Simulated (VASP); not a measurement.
Ir: single point with PBE

The system is Ir.

```
Ir
1.0
     0.00000    1.91970    1.91970
     1.91970    0.00000    1.91970
     1.91970    1.91970    0.00000
Ir
1
Direct
  0.00000 0.00000 0.00000
```

```json
{
 "Program": "VASP 6.6.1",
 "Task": "single point",
 "Functional": "PBE",
 "Potentials or basis": "VASP PAW PBE potentials, release 64 (Ir)",
 "Cutoff": "500 eV",
 "k mesh": "8 × 8 × 8",
 "Occupations": "gaussian, width 0.1 eV",
 "Spin": "no spin polarisation",
 "Dipole correction": "no",
 "Further INCAR settings": "ALGO = Normal; EDIFF = 1e-06; NBANDS = 10"
}
```

| Property | Result |
| --- | --- |
| Pressure | 11.0 GPa |

Levels at points of the mesh, in eV from the Fermi level:
```
           k point  band 1  band 2  band 3  band 4  band 5  band 6  band 7  band 8  band 9
(0.00, 0.00, 0.00)  -11.17   -3.94   -3.94   -3.94   -1.24   -1.24   14.25   19.86   19.86
(0.50, 0.00, 0.00)   -8.16   -4.04   -4.04   -0.81    0.85    0.85    7.21   13.81   19.73
(0.50, 0.50, 0.00)   -7.96   -7.40    0.82    1.42    1.42    1.64   10.46   11.65   11.65
```

It took 6.5 s on 1 thread of AMD EPYC 7R13 Processor (Zen 3) (shared host), peak memory 0.1 GiB.

Caveat: spin-orbit coupling is left out, which moves the levels of the heavy elements.
